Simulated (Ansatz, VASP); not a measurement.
AlN in VASP and in Ansatz

```
Al N
1.0
    10.88789    0.00000    0.00000
     0.00000    3.17330    0.00000
     0.00000    0.00000    5.07143
Al N
8 8
Direct
  0.04573 0.25000 0.31122
  0.45427 0.75000 0.81122
  0.20777 0.25000 0.82369
  0.29223 0.75000 0.32369
  0.54573 0.25000 0.18878
  0.95427 0.75000 0.68878
  0.70777 0.25000 0.67631
  0.79223 0.75000 0.17631
  0.04463 0.25000 0.70878
  0.45537 0.75000 0.20878
  0.21069 0.25000 0.20115
  0.28931 0.75000 0.70115
  0.54463 0.25000 0.79122
  0.95537 0.75000 0.29122
  0.71069 0.25000 0.29885
  0.78931 0.75000 0.79885
```

Alike in both runs: functional PBE; k mesh 2 × 8 × 6; occupations gaussian, width 0.02 eV; no spin polarisation.

Ansatz relaxed the structure, and its values are those at the end. VASP's run is a single point on that final structure, the one shown.

|  | VASP | Ansatz |
| --- | --- | --- |
| version | VASP 6.6.1 | Ansatz 0.2.0 |
| potentials or method | VASP PAW PBE potentials, release 64 (Al, N), cutoff 520 eV | scalar-relativistic, plane waves, PAW |
| valence electrons in the cell | 64 | 64 |

```tsv
	VASP	Ansatz	Ansatz less VASP
gap on the k mesh at the Fermi level (eV)	3.60	3.59	-0.008
least direct gap on the mesh (eV)	3.60	3.59	-0.008
pressure (GPa)	-0.2	0.0	+0.25
```

With one functional, cell and mesh, what is left measures potentials, basis and numerics.
